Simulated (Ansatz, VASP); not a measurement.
# Two plane-wave programs on GdN

INCAR

```
PREC = Accurate ; ENCUT = 520
EDIFF = 1E-7 ; ISMEAR = 0
SIGMA = 0.05 ; LREAL = F
LASPH = T ; NELM = 150
ALGO = Normal ; ISIF = 2
LWAVE = F ; LCHARG = F
ISPIN = 2 ; MAGMOM = 7.55 0
LORBIT = 11 ; LMAXMIX = 6
GGA = PE ; NBANDS = 22
```

The input KPOINTS:

```
regular mesh
0
Gamma
  12 12 12
```

File POSCAR:

```
GdN
1.0
    0.0000000000      2.4922853439      2.4922853439
    2.4922853439      0.0000000000      2.4922853439
    2.4922853439      2.4922853439      0.0000000000
Gd N
1 1
Direct
    0.0000000000      0.0000000000      0.0000000000
    0.5000000000      0.5000000000      0.5000000000
```

Input for Ansatz:

```yaml
crystal:
  lattice:
    - [0.0, 2.4922853439, 2.4922853439]
    - [2.4922853439, 0.0, 2.4922853439]
    - [2.4922853439, 2.4922853439, 0.0]
  atoms:
    - { symbol: Gd, position: [0.0, 0.0, 0.0], spin: 7.55 }
    - { symbol: "N", position: [0.5, 0.5, 0.5] }
basis:
  ecutwfc: 420
  ecutrho_ratio: 4
kpoints:
  mp_grid: { grid: [12, 12, 12] }
hamiltonian:
  xc: pbe
scf:
  occupations: { method: gaussian, width: 0.05 }
output:
  forces: true
  stress: true
  eigenvalues: true
  populations: true
magnetization:
  spin_polarized: true
```

Alike in both runs: task single point; functional PBE; k mesh 12 × 12 × 12; occupations gaussian, width 0.05 eV; collinear spin.

|  | VASP | Ansatz |
| --- | --- | --- |
| version | VASP 6.6.1 | Ansatz 0.2.0 |
| potentials or method | VASP PAW PBE potentials, release 64 (Gd, N), cutoff 520 eV | scalar-relativistic, plane waves, PAW |
| valence electrons in the cell | 23 | 23 |

|  | VASP | Ansatz | Ansatz less VASP |
| --- | --- | --- | --- |
| gap on the k mesh at the Fermi level (eV) | none | none | - |
| pressure (GPa) | 0.0 | 0.0 | -0.09 |
| net moment per atom (μB) | 3.50 | 3.50 | 0.000 |
| size of the moment on the site where the two differ most (μB) | 6.80 | 6.86 | +0.061 |

Site moments also hang on the region over which each program counts them. A gap of «none» marks a metal or a gap that the smearing closes.

Neither program's run includes spin-orbit coupling.
